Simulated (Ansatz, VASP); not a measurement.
**One calculation of TiN, two programs**

```
CELL_PARAMETERS angstrom
0.00000 2.24477 2.24477
2.24477 0.00000 2.24477
2.24477 2.24477 0.00000
ATOMIC_POSITIONS crystal
Ti 0.50000 0.50000 0.50000
N 0.00000 0.00000 0.00000
```

Alike in both runs: task single point; functional r2SCAN; k mesh 7 × 7 × 7; occupations gaussian, width 0.05 eV; collinear spin; Hubbard terms Ti d U = 2.5 eV.

|  | VASP | Ansatz |
| --- | --- | --- |
| version | VASP 6.6.1 | Ansatz 0.2.0 |
| potentials or method | VASP PAW PBE potentials, release 64 (Ti_sv, N), cutoff 660 eV | scalar-relativistic, plane waves, PAW |
| valence electrons in the cell | 17 | 17 |

Ansatz gave:

| Item | Value |
| --- | --- |
| gap on the k mesh at the Fermi level (eV) | none |
| net moment per atom (μB) | 0.48 |
| size of the moment on the site where the two differ most (μB) | 0.78 |

What did VASP give for the same quantities?

gap on the k mesh at the Fermi level (eV): none; net moment per atom (μB): 0.05; size of the moment on the site where the two differ most (μB): 0.10.

The net moments are unlike, so the other rows may belong to different states. VASP's potentials were made for PBE, not for r2SCAN. Site moments also hang on the region over which each program counts them. The programs project onto different local orbitals, so the same U acts differently, and such runs can settle in different states. A gap of «none» marks a metal or a gap that the smearing closes. Ansatz's warnings: filled band counts differ across k points, stability check not made, symmetry narrowed by occupation matrices.
